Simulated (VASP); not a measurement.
A run of VASP 6.6.1 is set up as follows.

File INCAR:

```
SYSTEM = CO2
PREC = Accurate ; ENCUT = 520
EDIFF = 1E-6 ; ISMEAR = -1
SIGMA = 0.05 ; LREAL = Auto
LASPH = .TRUE. ; NELM = 100
ALGO = Normal ; ISIF = 2
LWAVE = .FALSE. ; LCHARG = .FALSE.
GGA = PE ; IVDW = 12
NBANDS = 101
```

KPOINTS

```
regular mesh
0
G
  1 1 1
  0 0 0
```

The input POSCAR:

```
CO2
1.0
    8.4061180000      0.0000000000      0.0000000000
    0.0000000000      8.4061180000      0.0000000000
    0.0000000000      0.0000000000      8.4061180000
C O
10 20
Direct
    0.5511580970      0.6474689030      0.4548710832
    0.7444696827      0.3059438376      0.5935914771
   -0.0535205430      0.6242001361      0.3187797269
    0.3349108352      0.9876497094      1.0055295441
    0.6059158342      0.3139261190      0.1070648782
    0.0872459797      0.8906846180      0.6048451854
    0.2451785711      0.3386462098      0.6545470811
    0.7644313344      0.9165824225      0.8298598711
    0.9958104324      0.5668490497      0.9159757215
    0.5171114657      1.0087652826      0.4167797787
    0.5257599287      0.6259250703      0.3174830522
    0.5859541824      0.6550348211      0.5882501293
    0.7717355383      0.2572887985      0.7218552012
    0.7182982680      0.3583342513      0.4607001710
    0.0306800357      0.5767941873      0.4193136475
   -0.1479993500      0.6846204157      0.2356735892
    0.2864818219      0.9369604376      1.1226942091
    0.3896209880      1.0436803290      0.8918028512
    0.4911779730      0.2491280755      0.1451085983
    0.7176320865      0.3888834299      0.0655831860
    0.1112760968      0.8481798614      0.7369394529
    0.0595756567      0.9346050103      0.4771405779
    0.1395412246      0.2755968926      0.7166328143
    0.3614510289      0.3756906577      0.5947216063
    0.7643956461      0.9430155513      0.9620493074
    0.7680834364      0.9146790469      0.6895572962
    1.1126063184      0.5210728662      0.9662248377
    0.8763498205      0.6179427888      0.8748152239
    0.6331460015      0.9736004182      0.3514702030
    0.4026591109      1.0378750334      0.4923318945
```

Potentials or basis: VASP PAW PBE potentials, release 64 (C, O).

Command:

```console
$ cat potpaw_PBE.64/C/POTCAR potpaw_PBE.64/O/POTCAR > POTCAR
$ mpirun -np 1 vasp_gam > vasp.out
```

Q: Predict the dispersion energy per atom.

A: -0.052 eV.

Q: What does it give for the largest force?

A: 4.714 eV/Å.

Q: What does it give for the pressure?

A: 2.7 GPa.

Stress tensor (GPa, compression positive):
```
 4.36  0.27 -0.75
 0.27  1.18 -0.45
-0.75 -0.45  2.71
```

Caveat: the k points lie up to 0.75 Å⁻¹ apart.
